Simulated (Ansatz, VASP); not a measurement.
**Cu in VASP and in Ansatz**

```xyz
2
Lattice="2.4805 0.0000 0.0000 -1.2402 2.1482 0.0000 0.0000 0.0000 4.0890" Properties=species:S:1:pos:R:3 pbc="T T T"
Cu    0.0000    1.4321    1.0223
Cu    1.2402    0.7161    3.0668
```

Alike in both runs: functional LDA; k mesh 17 × 17 × 10; occupations fermi-dirac, width 0.1 eV; no spin polarisation.

Ansatz relaxed the structure, and its values are those at the end. VASP's run is a single point on that final structure, the one shown.

|  | VASP | Ansatz |
| --- | --- | --- |
| version | VASP 6.6.1 | Ansatz 0.2.0 |
| potentials or method | VASP PAW LDA potentials, release 64 (Cu) | PAW with Ansatz's default frozen-core files, scalar-relativistic |
| plane-wave cutoff (eV) | 520 | 420 |
| valence electrons in the cell | 22 | 38 |

```csv
,VASP,Ansatz,Ansatz less VASP
pressure (GPa),0.9,0.0,-0.89
```

LDA's correlation is that of Perdew and Zunger in VASP and of Perdew and Wang (1992) in Ansatz. VASP's potentials hold 22 valence electrons a cell and Ansatz's 38, so a difference there can come from the potentials and not from the codes.
